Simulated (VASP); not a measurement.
# KTaO3 in VASP: further runs, part 3 of 3

VASP 6.6.1.

**5. Single point, r2SCAN (epitaxial xy strain -1.5%)**

POSCAR

```
KTaO3
1.0
    3.9302791365      0.0000000000      0.0000000000
    0.0000000000      3.9302791365      0.0000000000
    0.0000000000      0.0000000000      4.0125798468
K Ta O
1 1 3
Direct
    0.0000000000      0.0000000000      0.0000000000
    0.5000000000      0.5000000000      0.5000000000
    0.5000000000      0.5000000000      0.0000000000
    0.5000000000      0.0000000000      0.5000000000
    0.0000000000      0.5000000000      0.5000000000
```

INCAR.step1

```
SYSTEM = KTaO3
PREC = Accurate ; ENCUT = 520
ISMEAR = 0 ; SIGMA = 0.01
LREAL = .False. ; LASPH = .True.
NELM = 80 ; NBANDS = 27
GGA = PE ; ALGO = Normal
EDIFF = 1E-4 ; LWAVE = .True.
LCHARG = .False.
```

INCAR.step2

```
SYSTEM = KTaO3
PREC = Accurate ; ENCUT = 520
EDIFF = 1E-7 ; ISMEAR = 0
SIGMA = 0.01 ; LREAL = .False.
LASPH = .True. ; NELM = 80
ALGO = Normal ; ISIF = 2
LWAVE = .False. ; LCHARG = .True.
METAGGA = R2SCAN ; LMIXTAU = .True.
LELF = .True. ; LVHAR = .True.
NBANDS = 27 ; ISTART = 1
```

KPOINTS

```
Automatic mesh
0
Gamma
  6 6 6
  0 0 0
```

Potentials or basis: VASP PAW PBE potentials, release 64 (K_sv, Ta_pv, O).

On the command line:

```console
$ cat potpaw_PBE.64/K_sv/POTCAR potpaw_PBE.64/Ta_pv/POTCAR potpaw_PBE.64/O/POTCAR > POTCAR
$ cp INCAR.step1 INCAR
$ mpirun -np 1 vasp_std > vasp.out
$ cp INCAR.step2 INCAR
$ mpirun -np 1 vasp_std > vasp.out
```

OUTCAR:

```text
SYSTEM = KTaO3
   PREC = Accurate
   ENCUT = 520
   EDIFF = 1E-7
   ISMEAR = 0
   LREAL = .False.
   LASPH = .True.
   NELM = 80
   ISIF = 2
   METAGGA = R2SCAN
   ISTART = 1

 ion  position               nearest neighbor table
   1  0.000  0.000  0.000-   3 2.78   3 2.78   3 2.78   3 2.78   5 2.81   4 2.81   5 2.81   5 2.81
                             5 2.81   4 2.81   4 2.81   4 2.81   2 3.43   2 3.43   2 3.43   2 3.43
   2  0.500  0.500  0.500-   4 1.97   5 1.97   4 1.97   5 1.97   3 2.01   3 2.01   1 3.43   1 3.43
                             1 3.43   1 3.43   1 3.43   1 3.43   1 3.43   1 3.43
   3  0.500  0.500  0.000-   2 2.01   2 2.01   1 2.78   1 2.78   1 2.78   1 2.78
   4  0.500  0.000  0.500-   2 1.97   2 1.97   1 2.81   1 2.81   1 2.81   1 2.81
   5  0.000  0.500  0.500-   2 1.97   2 1.97   1 2.81   1 2.81   1 2.81   1 2.81

  LATTYP: Found a simple tetragonal cell.
 ALAT       =     3.9302791365
 C/A-ratio  =     1.0209401692

  Lattice vectors:

 A1 = (   3.9302791365,   0.0000000000,   0.0000000000)
 A2 = (   0.0000000000,   3.9302791365,   0.0000000000)
 A3 = (   0.0000000000,   0.0000000000,   4.0125798468)

Analysis of symmetry for initial positions (statically):
=====================================================================
 Subroutine PRICEL returns:
 Original cell was already a primitive cell.

 Routine SETGRP: Setting up the symmetry group for a
 simple tetragonal supercell.

 Subroutine GETGRP returns: Found 16 space group operations
 (whereof 16 operations were pure point group operations)
 out of a pool of 16 trial point group operations.

The static configuration has the point symmetry D_4h.

Analysis of symmetry for dynamics (positions and initial velocities):
=====================================================================
 Subroutine PRICEL returns:
 Original cell was already a primitive cell.

 Routine SETGRP: Setting up the symmetry group for a
 simple tetragonal supercell.

 Subroutine GETGRP returns: Found 16 space group operations
 (whereof 16 operations were pure point group operations)
 out of a pool of 16 trial point group operations.

The dynamic configuration has the point symmetry D_4h.

 Subroutine INISYM returns: Found 16 space group operations
 (whereof 16 operations are pure point group operations),
 and found     1 'primitive' translations

----------------------------------------------------------------------------------------

                                     Primitive cell

  volume of cell :      61.9827

  direct lattice vectors                    reciprocal lattice vectors
     3.930279136  0.000000000  0.000000000     0.254434854  0.000000000  0.000000000
     0.000000000  3.930279136  0.000000000     0.000000000  0.254434854  0.000000000
     0.000000000  0.000000000  4.012579847     0.000000000  0.000000000  0.249216225

  length of vectors
     3.930279136  3.930279136  4.012579847     0.254434854  0.254434854  0.249216225

  position of ions in fractional coordinates (direct lattice)
     0.000000000  0.000000000  0.000000000
     0.500000000  0.500000000  0.500000000
     0.500000000  0.500000000  0.000000000
     0.500000000  0.000000000  0.500000000
     0.000000000  0.500000000  0.500000000
[... 34 lines left out ...]

 Following reciprocal coordinates:
            Coordinates               Weight
  0.000000  0.000000  0.000000      1.000000
  0.166667  0.000000  0.000000      4.000000
  0.333333  0.000000  0.000000      4.000000
  0.500000  0.000000  0.000000      2.000000
  0.166667  0.166667  0.000000      4.000000
  0.333333  0.166667  0.000000      8.000000
[... 16 lines left out ...]
  0.333333  0.000000  0.333333      8.000000
  0.500000  0.000000  0.333333      4.000000
 [... further k-points ...]
   k-points           NKPTS =     40   k-points in BZ     NKDIM =     40   number of bands    NBANDS=     27
   number of dos      NEDOS =    301   number of ions     NIONS =      5
   total plane-waves  NPLWV =  27000
   dimension x,y,z NGX =    30 NGY =   30 NGZ =   30
   dimension x,y,z NGXF=    60 NGYF=   60 NGZF=   60
   ions per type =               1   1   3
   NGX,Y,Z   is equivalent  to a cutoff of  12.69, 12.69, 12.43 a.u.
   NGXF,Y,Z  is equivalent  to a cutoff of  25.38, 25.38, 24.86 a.u.
 SYSTEM =  KTaO3
   PREC   = accura    normal or accurate (medium, high low for compatibility)
   ISTART =      1    job   : 0-new  1-cont  2-samecut
   ICHARG =      0    charge: 1-file 2-atom 10-const
   ISPIN  =      1    spin polarized calculation?
   LNONCOLLINEAR =      F non collinear calculations
   LSORBIT =      F    spin-orbit coupling
   LASPH  =      T    aspherical Exc in radial PAW
   ENCUT  =  520.0 eV  38.22 Ry    6.18 a.u.   7.31  7.31  7.46*2*pi/ulx,y,z
   NELM   =     80;   NELMIN=  2; NELMDL=  0     # of ELM steps
   EDIFF  = 0.1E-06   stopping-criterion for ELM
   LREAL  =      F    real-space projection
   EDIFFG = 0.1E-05   stopping-criterion for IOM
   NSW    =      0    number of steps for IOM
   IBRION =     -1    ionic relax: 0-MD 1-quasi-New 2-CG
   NFREE  =      0    steps in history (QN), initial steepest desc. (CG)
   ISIF   =      2    stress and relaxation
   ISYM   =      2    0-nonsym 1-usesym 2-fastsym
   POTIM  = 0.5000    time-step for ionic-motion
   TEBEG  =    0.0;   TEEND  =   0.0 temperature during run
   PSTRESS=    0.0 pullay stress
   NELECT =      38.0000    total number of electrons
   NUPDOWN=      -1.0000    fix difference up-down
   EMIN   =  10.00;   EMAX   =-10.00  energy-range for DOS
   EFERMI =   0.00;   METHOD = LEGACY
   ISMEAR =     0;   SIGMA  =   0.01  broadening in eV -4-tet -1-fermi 0-gaus
   EFERMI_NEDOS =   21; number of points for ismear=-14 and -15
   IALGO  =     38    algorithm
   IMIX   =      4    mixing-type and parameters
     AMIX     =   0.40;   BMIX     =  1.00
     AMIX_MAG =   1.60;   BMIX_MAG =  1.00
  volume/ion in A,a.u.               =      12.40        83.66
  Fermi-wavevector in a.u.,A,eV,Ry     =   1.390740  2.628117 26.315805  1.934157
  Thomas-Fermi vector in A             =   2.514646
   LORBIT       =      0    0 simple, 1 ext, 2 COOP (PROOUT), +10 PAW based schemes
   METAGGA = R2SCAN    functional components
   LHFCALC =     F    Hartree Fock is set to
   AEXX    =    0.0000 exact exchange contribution
   IVDW    =     0    specifies the selected vdW correction
   LEPSILON=     F    determine dielectric tensor
   LRPA    =     F    only Hartree local field effects (RPA)
 non-spin polarized calculation
 Gauss-broadening in eV      SIGMA  =   0.01
  energy-cutoff  :      520.00
  volume of cell :       61.98
 maximum number of plane-waves:      1687
 NGX is ok and might be reduce to    30
   NGX = 15   NGY = 15   NGZ = 15

 number of electron      37.9999989 magnetization

 Free energy of the ion-electron system (eV)
  ---------------------------------------------------
  ext. energy  EPLUGINS =         0.00000000
  ---------------------------------------------------
  free energy    TOTEN  =       -87.10210611 eV

  energy without entropy =      -87.10210611  energy(sigma->0) =      -87.10210611

 E-fermi :   1.6377     XC(G=0): -11.6891

 val. band max:        1.5928300039   @ k =   0.5000   0.5000   0.5000
 cond. band min:       4.2256986990   @ k =   0.0000   0.0000   0.0000
 fundamental gap:      2.6328686951
 Fermi energy:         1.6376805861

 k-point     1 :       0.0000    0.0000    0.0000
  band No.  band energies     occupation
      1     -33.5987      2.00000
      2     -33.5987      2.00000
      3     -33.5627      2.00000
      4     -26.8507      2.00000
      5     -17.0906      2.00000
      6     -16.4946      2.00000
[... 709 lines left out ...]
     26      12.8657      0.00000
     27      13.1488      0.00000

 [... further k-points ...]

------------------------ aborting loop because EDIFF is reached ----------------------------------------

  FORCE on cell =-STRESS in cart. coord.  units (eV):
  Direction    XX          YY          ZZ          XY          YZ          ZX
  --------------------------------------------------------------------------------------
  -------------------------------------------------------------------------------------
  Total        3.6871068      3.6871068      0.3625733      0.0000000      0.0000000      0.0000000
  in kB       95.3072247     95.3072247      9.3720778      0.0000000      0.0000000      0.0000000
  external PRESSURE =      66.6621757 kB  Pullay stress =       0.0000000 kB

 VOLUME and BASIS-vectors are now :
 -----------------------------------------------------------------------------
  energy-cutoff  :      520.00
  volume of cell :       61.98
      direct lattice vectors                 reciprocal lattice vectors
     3.930279136  0.000000000  0.000000000     0.254434854  0.000000000  0.000000000
     0.000000000  3.930279136  0.000000000     0.000000000  0.254434854  0.000000000
     0.000000000  0.000000000  4.012579847     0.000000000  0.000000000  0.249216225

 POSITION                                       TOTAL-FORCE (eV/Angst)
 -----------------------------------------------------------------------------------
      0.00000      0.00000      0.00000         0.000000      0.000000      0.000000
      1.96514      1.96514      2.00629         0.000000      0.000000      0.000000
      1.96514      1.96514      0.00000         0.000000      0.000000      0.000000
      1.96514      0.00000      2.00629         0.000000      0.000000      0.000000
      0.00000      1.96514      2.00629         0.000000      0.000000      0.000000
 -----------------------------------------------------------------------------------
    total drift:                                0.000000      0.000000     -0.000000

  FREE ENERGIE OF THE ION-ELECTRON SYSTEM (eV)
  ---------------------------------------------------
  free  energy   TOTEN  =       -87.1021061094 eV

  energy  without entropy=      -87.1021061094  energy(sigma->0) =      -87.10210611
```

It took 7.4 min on 1 thread of Intel Xeon 8259CL, shared host; peak memory 0.21 GiB.

What came out:

- Free energy: -87.1021 eV
- Pressure: 6.7 GPa
- Band gap on the k mesh: 2.63 eV (least direct gap 3.27 eV)

Caveat: the cell differs from its parent crystal (epitaxial xy strain -1.5%); the stress differs along the axes, from 1 to 10 GPa; the PAW data sets were made with another functional, which shifts forces and pressure a little; spin-orbit coupling is left out, which moves the levels of the heavy elements.

**6. Single point, r2SCAN (shear xy strain -1.5%)**

Edit POSCAR of step 5 so:

```diff
@@ -2,5 +2,5 @@
 1.0
-    3.9302791365      0.0000000000      0.0000000000
-    0.0000000000      3.9302791365      0.0000000000
-    0.0000000000      0.0000000000      4.0125798468
+    3.9901311030     -0.0299259833      0.0000000000
+   -0.0299259833      3.9901311030      0.0000000000
+    0.0000000000      0.0000000000      3.9901311030
 K Ta O
```

INCAR.step1

```
ALGO = Normal
EDIFF = 1E-4
ENCUT = 520
GGA = PE
ISMEAR = 0
LASPH = T
LCHARG = F
LREAL = F
LWAVE = T
NBANDS = 27
NELM = 100
PREC = Accurate
SIGMA = 0.01
```

INCAR.step2

```
ALGO = Normal
EDIFF = 1E-6
ENCUT = 520
ISIF = 2
ISMEAR = 0
ISTART = 1
LASPH = T
LCHARG = F
LMIXTAU = T
LREAL = F
LWAVE = F
METAGGA = R2SCAN
NBANDS = 27
NELM = 100
PREC = Accurate
SIGMA = 0.01
```

KPOINTS

```
k-points
0
Gamma
  6 6 6
```

Potentials or basis: VASP PAW PBE potentials, release 64 (K_sv, Ta_pv, O).

On the command line:

```console
$ cat potpaw_PBE.64/K_sv/POTCAR potpaw_PBE.64/Ta_pv/POTCAR potpaw_PBE.64/O/POTCAR > POTCAR
$ cp INCAR.step1 INCAR
$ mpirun -np 1 vasp_std > vasp.out
$ cp INCAR.step2 INCAR
$ mpirun -np 1 vasp_std > vasp.out
```

It took 8.8 min on 1 thread of Intel Xeon 8259CL, shared host; peak memory 0.23 GiB.

Results (log left out):

| Quantity | Value |
| --- | --- |
| Free energy | -87.1577 eV |
| Pressure | 0.9 GPa |
| Band gap on the k mesh | 2.57 eV (least direct gap 3.19 eV) |

Stress tensor (GPa, compression positive):
```
0.94 1.62 0.00
1.62 0.94 0.00
0.00 0.00 0.94
```

Levels at points of the mesh, in eV from the valence-band top:
```
           k point  band 15  band 16  band 17  band 18  band 19  band 20  band 21  band 22  band 23  band 24
(0.00, 0.00, 0.00)    -1.10    -1.07    -0.69    -0.66    -0.62     2.57     2.59     2.61     7.05     7.05
(0.50, 0.00, 0.00)    -2.40    -2.15    -1.55    -0.89    -0.89     2.74     5.42     5.42     7.08     9.08
(0.50, 0.50, 0.00)    -2.80    -1.75    -1.48    -1.46    -0.04     5.42     5.49     6.76     8.09    10.80
(0.00, 0.00, 0.50)    -2.38    -2.15    -1.55    -0.95    -0.83     2.74     5.41     5.43     7.08     9.09
(0.50, 0.00, 0.50)    -2.83    -1.75    -1.47    -1.47    -0.05     5.45     5.46     6.77     8.09    10.81
(0.50, 0.50, 0.50)    -3.96    -3.93    -0.01     0.00     0.00     6.87     6.90     6.93     9.60     9.66
```

Caveat: the cell differs from its parent crystal (shear xy strain -1.5%); the PAW data sets were made with another functional, which shifts forces and pressure a little; spin-orbit coupling is left out, which moves the levels of the heavy elements.

**7. The runs side by side**

```csv
level,cell,smearing,gap on the mesh (eV),pressure (GPa)
r2SCAN,"a = 4.110 Å, 5 atoms",gaussian 0.01 eV,2.36,-14.7
PBE,"a = 3.930, b = 3.930, c = 4.013 Å, 5 atoms",fermi-dirac 0.02 eV,2.20,11.5
PBE,"a = 3.990 Å, angles 90.0, 90.0, 90.9°, 5 atoms",fermi-dirac 0.02 eV,2.14,5.8
r2SCAN,"a = 3.930, b = 3.930, c = 4.013 Å, 5 atoms",gaussian 0.01 eV,2.63,6.7
r2SCAN,"a = 3.990 Å, angles 90.0, 90.0, 90.9°, 5 atoms",gaussian 0.01 eV,2.57,0.9
```

Alike in all rows: task single point; potentials or basis VASP PAW PBE potentials, release 64 (K_sv, Ta_pv, O); no spin polarisation; k mesh 6 × 6 × 6; cutoff (eV) 520.

Caveats: spin-orbit coupling is left out, which moves the levels of the heavy elements; the PAW data sets were made with another functional, which shifts forces and pressure a little (at least some runs); the cell stands under tension (at least some runs); the stress differs along the axes, from 6 to 14 GPa (at least some runs); the cell stands under pressure (at least some runs); the stress differs along the axes, from 1 to 10 GPa (at least some runs).

Absolute energies hang on the potentials; compare differences alone.
